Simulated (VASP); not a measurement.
Nb, 1 atom in the cell. The structure is cubic, space group Fm-3m (No. 225). Conventional cell: a = 4.085 Å, b = 4.085 Å, c = 4.085 Å, α = 90.00°, β = 90.00°, γ = 90.00°. Nb (site symmetry m-3m) has 12 Nb at 2.89 Å within 3.8 Å.  This cell differs from its parent crystal: volume scaled by 0.94.

| Property | Result |
| --- | --- |
| Program | VASP 6.6.1 |
| Task | single point |
| Functional | PBEsol |
| Potentials or basis | VASP PAW PBE potentials, release 64 (Nb_sv) |
| Cutoff | 520 eV |
| k mesh | 18 × 18 × 18 |
| Occupations | gaussian, width 0.1 eV |
| Spin | no spin polarisation |
| Dipole correction | no |
| Further INCAR settings | ALGO = Normal; EDIFF = 1e-06; NBANDS = 12 |

Potentials or basis: VASP PAW PBE potentials, release 64 (Nb_sv).

Run with:

```bash
$ cat potpaw_PBE.64/Nb_sv/POTCAR > POTCAR
$ mpirun -np 1 vasp_std > vasp.out
```

Hardware: 1 thread of Intel(R) Xeon(R) Platinum 8488C (Sapphire Rapids) (shared host).

Estimate the wall time of this run.

It took 18 s on 1 thread of Intel(R) Xeon(R) Platinum 8488C (Sapphire Rapids), with other jobs on the host, peak memory 0.16 GiB. Counts: scf iterations 12, k points 195.
